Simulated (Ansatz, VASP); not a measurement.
# Two plane-wave programs on TlH3

```
CELL_PARAMETERS angstrom
11.59000 0.00000 0.00000
0.00000 12.27000 0.00000
0.00000 0.00000 13.18000
ATOMIC_POSITIONS crystal
Tl 0.49990 0.50019 0.61983
Tl 0.49990 0.50019 0.38007
H 0.61153 0.50019 0.49995
H 0.38827 0.50019 0.49995
H 0.49990 0.63363 0.65847
H 0.49990 0.36675 0.65847
H 0.49990 0.63363 0.34143
H 0.49990 0.36675 0.34143
```

Alike in both runs: task single point; functional PBE; k mesh 1 × 1 × 1; occupations gaussian, width 0.01 eV; non-collinear spin, spin-orbit coupling.

```csv
,VASP,Ansatz
version,VASP 6.6.1,Ansatz 0.2.0
potentials or method,"VASP PAW PBE potentials, release 64 (Tl_d, H), cutoff 520 eV","plane waves, PAW"
valence electrons in the cell,32,32
```

|  | VASP | Ansatz | Ansatz less VASP |
| --- | --- | --- | --- |
| rms of the force components (eV/Å) | 0.070 | 0.080 | +0.0104 |

Atom by atom the forces differ by 0.013 eV/Å (rms over components). Ansatz's warnings: structure snapped to symmetry, xc potential rough in thin density.
